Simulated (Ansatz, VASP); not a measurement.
# One calculation of BaTe, two programs

The input INCAR:

```
PREC = Accurate ; ENCUT = 520
EDIFF = 1E-6 ; ISMEAR = -1
SIGMA = 0.02 ; LREAL = False
LASPH = True ; NELM = 80
ALGO = Normal ; ISIF = 2
LWAVE = False ; LCHARG = False
GGA = PE ; NBANDS = 15
```

The input KPOINTS:

```
regular mesh
0
Gamma
  6 6 6
```

The input POSCAR:

```
BaTe
1.0
   -0.1893809527      3.4843013552      3.4843013552
    3.4843013552     -0.1893809527      3.4843013552
    3.4843013552      3.4843013552     -0.1893809527
Ba Te
1 1
Direct
    0.0000000000      0.0000000000      0.0000000000
    0.5000000000      0.5000000000      0.5000000000
```

Input for Ansatz:

```yaml
crystal:
  lattice:
    - [-0.1893809527, 3.4843013552, 3.4843013552]
    - [3.4843013552, -0.1893809527, 3.4843013552]
    - [3.4843013552, 3.4843013552, -0.1893809527]
  atoms:
    - { symbol: Ba, position: [0.0, 0.0, 0.0] }
    - { symbol: Te, position: [0.5, 0.5, 0.5] }
kpoints:
  mp_grid: { grid: [6, 6, 6] }
  band_path:
    path:
      - [0.0, 0.0, 0.0]
      - [0.5, 0.0, 0.5]
      - [0.625, 0.25, 0.625]
      - [0.375, 0.375, 0.75]
      - [0.5, 0.5, 0.5]
      - [0.5, 0.25, 0.75]
      - [0.0, 0.5, 0.5]
    npoints: 1
hamiltonian:
  xc: pbe
scf:
  occupations: { method: fermi_dirac, width: 0.02 }
  n_extra_bands: 4
output:
  forces: true
  stress: true
  eigenvalues: true
  write_density: true
  write_potential: true
  elf: true
  volumetric_format: npy
```

Change from the starting cell: epitaxial_111 strain +4.0%.

Alike in both runs: task single point; functional PBE; k mesh 6 × 6 × 6; occupations fermi-dirac, width 0.02 eV; no spin polarisation.

|  | VASP | Ansatz |
| --- | --- | --- |
| version | VASP 6.6.1 | Ansatz 0.2.0 |
| potentials or method | VASP PAW PBE potentials, release 64 (Ba_sv, Te) | plane waves, PAW |
| plane-wave cutoff (eV) | 520 | 420 |
| valence electrons in the cell | 16 | 26 |

|  | VASP | Ansatz | Ansatz less VASP |
| --- | --- | --- | --- |
| gap on the k mesh at the Fermi level (eV) | 1.47 | 1.54 | +0.071 |
| pressure (GPa) | -0.8 | -1.1 | -0.26 |
| traceless stress, the component that is largest in VASP (GPa) | 0.53 | 0.54 | +0.004 |

VASP's potentials hold 16 valence electrons a cell and Ansatz's 26, so a difference there can come from the potentials and not from the codes.

Spin-orbit coupling is off throughout.
